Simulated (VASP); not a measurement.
Set up this calculation in VASP 6.6.1, as the native input.

```
Task                   : single point
Functional             : PBE
Potentials or basis    : VASP PAW PBE potentials, release 64 (Hf_pv, O)
Cutoff                 : 520 eV
k mesh                 : 5 × 5 × 6
Occupations            : fermi-dirac, width 0.05 eV
Spin                   : no spin polarisation
Dipole correction      : no
Further INCAR settings : ALGO = Normal; EDIFF = 1e-06; NBANDS = 56
```

The structure of HfO2 lies in POSCAR:

```
HfO2
1.0
    5.1471733745      0.0000000000      0.0000000000
    0.0000000000      5.2328340265      0.0000000000
    0.0000000000      0.0000000000      4.9552447630
Hf O
4 8
Direct
    0.2225908200      0.7817995800      0.2720679400
    0.7225908200      0.7182004200      0.7279320600
    0.7774091800      0.2182004200      0.2720679400
    0.2774091800      0.2817995800      0.7279320600
    0.1868153200      0.1636487800      0.1045346200
    0.6868153200      0.3363512200      0.8954653800
    0.8131846800      0.8363512200      0.1045346200
    0.3131846800      0.6636487800      0.8954653800
    0.0000000000      0.5000000000      0.4890544500
    0.5000000000      0.0000000000      0.5109455500
    0.0000000000      0.0000000000      0.5756249900
    0.5000000000      0.5000000000      0.4243750100
```

These files were run (other wordings do the same):

INCAR

```
SYSTEM = HfO2
  PREC = Accurate
  ENCUT = 520
  EDIFF = 1E-6
  ISMEAR = -1
  SIGMA = 0.05
  LREAL = .FALSE.
  LASPH = .TRUE.
  NELM = 60
  ALGO = Normal
  ISIF = 2
  LWAVE = .FALSE.
  LCHARG = .FALSE.
  GGA = PE
  NBANDS = 56
```

KPOINTS

```
Automatic mesh
0
G
  5 5 6
  0 0 0
```

Potentials or basis: VASP PAW PBE potentials, release 64 (Hf_pv, O).

The run is started by

```sh
$ cat potpaw_PBE.64/Hf_pv/POTCAR potpaw_PBE.64/O/POTCAR > POTCAR
$ mpirun -np 1 vasp_std > vasp.out
```

It gave:

| Property | Result |
| --- | --- |
| Pressure | -3.6 GPa |
| Largest force | 0.177 eV/Å |
| Band gap on the k mesh | 3.71 eV |

Caveat: the cell stands under tension; spin-orbit coupling is left out, which moves the levels of the heavy elements; an odd mesh through Γ misses points on the zone boundary, where band edges can lie.

It took 7.7 min on 1 thread of Intel Xeon 8259CL, on a shared host, peak memory 0.36 GiB.
